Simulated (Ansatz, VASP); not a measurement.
Ti3Al: VASP beside Ansatz

Contents of INCAR:

```
SYSTEM = Ti3Al
PREC = Accurate ; ENCUT = 520
EDIFF = 1E-7 ; ISMEAR = 0
SIGMA = 0.15 ; LREAL = .False.
LASPH = .True. ; NELM = 80
ALGO = Fast ; ISIF = 2
LWAVE = .False. ; LCHARG = .False.
GGA = PS ; NBANDS = 28
```

KPOINTS

```
regular mesh
0
Gamma
  18 18 6
  0 0 0
```

Contents of POSCAR:

```
Ti3Al
1.0
    2.8957824532      0.0000000000      0.0000000000
   -1.4478912266      2.5078211683      0.0000000000
    0.0000000000      0.0000000000      9.1393541757
Ti Al
3 1
Direct
    0.6666666667      0.3333333333      0.0000000000
    0.3333333333      0.6666666667      0.7511761438
    0.3333333333      0.6666666667      0.2488238562
    0.7115263247      0.4230526494      0.5000000000
```

Input for Ansatz:

```yaml
crystal:
  lattice:
    - [2.8957824532, 0.0, 0.0]
    - [-1.4478912266, 2.5078211683, 0.0]
    - [0.0, 0.0, 9.1393541757]
  atoms:
    - { symbol: Ti, position: [0.6666666667, 0.3333333333, 0.0] }
    - { symbol: Ti, position: [0.3333333333, 0.6666666667, 0.7511761438] }
    - { symbol: Ti, position: [0.3333333333, 0.6666666667, 0.2488238562] }
    - { symbol: Al, position: [0.7115263247, 0.4230526494, 0.5] }
basis:
  ecutwfc: 420
kpoints:
  mp_grid: { grid: [18, 18, 6] }
hamiltonian:
  xc: pbesol
scf:
  occupations: { method: gaussian, width: 0.15 }
output:
  forces: true
  stress: true
  eigenvalues: true
```

Change from the starting cell: all Al atoms moved +0.225 Å, as atom 4 along Cartesian [0 1 0].

Alike in both runs: task single point; functional PBEsol; k mesh 18 × 18 × 6; occupations gaussian, width 0.15 eV; no spin polarisation.

|  | VASP | Ansatz |
| --- | --- | --- |
| version | VASP 6.6.1 | Ansatz 0.2.0 |
| potentials or method | VASP PAW PBE potentials, release 64 (Ti_sv, Al), cutoff 520 eV | scalar-relativistic, plane waves, PAW |
| valence electrons in the cell | 39 | 39 |

|  | VASP | Ansatz | Ansatz less VASP |
| --- | --- | --- | --- |
| gap on the k mesh at the Fermi level (eV) | none | none | - |
| pressure (GPa) | 0.0 | 0.2 | +0.16 |
| traceless stress, the component that is largest in VASP (GPa) | -1.86 | -1.84 | +0.024 |
| rms of the force components (eV/Å) | 0.125 | 0.124 | -0.0008 |

VASP's potentials were made for PBE, not for PBEsol. Atom by atom the forces differ by 0.005 eV/Å (rms over components). A gap of «none» marks a metal or a gap that the smearing closes.
